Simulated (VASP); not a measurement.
Runs of VASP 6.6.1 on Cu. The structure is that of space group Fm-3m (No. 225), or close to it. The cells are those of the table. 

| task | level | cell | cutoff (eV) | smearing | k mesh for the DOS | occupations for the DOS | gap on the mesh (eV) | pressure (GPa) |
| --- | --- | --- | --- | --- | --- | --- | --- | --- |
| single point | RPBE | a = 2.415 Å, angles 60.0°, 1 atom | 520 | tetrahedron | - | - | none | 47.6 |
| single point | revPBE | a = 2.216 Å, angles 60.0°, 1 atom | 520 | fermi-dirac 0.08 eV | - | - | none | (a) |
| single point | PBEsol | a = 2.520 Å, angles 60.0°, 1 atom | 520 | fermi-dirac 0.08 eV | - | - | none | 0.7 |
| relaxation of cell and atoms | PBEsol | relaxed from a = 2.519 Å, angles 60.0°, 1 atom | 600 | fermi-dirac 0.08 eV | - | - | none | 0.0 |

Alike in all rows: potentials or basis VASP PAW PBE potentials, release 64 (Cu); no spin polarisation; k mesh 20 × 20 × 20.

Problem. Fill in the values left out.

Solution. (a) 193.2.

Caveats: the PAW data sets were made with another functional, which shifts forces and pressure a little; tetrahedron occupations give inexact forces and stress in metals (some runs).

A gap of «none» marks levels without a gap at the run's occupations.
